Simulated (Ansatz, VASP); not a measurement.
## Two plane-wave programs on Ir2O

```
CELL_PARAMETERS angstrom
2.71169 0.00000 0.00000
-1.35584 2.34839 0.00000
0.00000 0.00000 6.36686
ATOMIC_POSITIONS crystal
Ir 0.00000 0.00000 0.80100
Ir 0.00000 0.00000 0.19900
O 0.00000 0.00000 0.50000
```

Alike in both runs: functional PBE; k mesh 18 × 18 × 8; occupations gaussian, width 0.1 eV; no spin polarisation.

Ansatz relaxed the structure, and its values are those at the end. VASP's run is a single point on that final structure, the one shown.

```csv
,VASP,Ansatz
version,VASP 6.6.1,Ansatz 0.2.0
potentials or method,"VASP PAW PBE potentials, release 64 (Ir, O), cutoff 520 eV","scalar-relativistic, plane waves, PAW"
valence electrons in the cell,24,40
```

Ansatz gave:

* gap on the k mesh at the Fermi level (eV): none
* pressure (GPa): 0.0
* rms of the force components (eV/Å): 0.000

Question: Which values does VASP return?

Answer: gap on the k mesh at the Fermi level (eV): none; pressure (GPa): 0.9; rms of the force components (eV/Å): 0.057.

A gap of «none» marks a metal or a gap that the smearing closes. With one functional, cell and mesh, what is left measures potentials, basis and numerics. VASP's potentials hold 24 valence electrons a cell and Ansatz's 40, so a difference there can come from the potentials and not from the codes.

Neither program's run includes spin-orbit coupling.
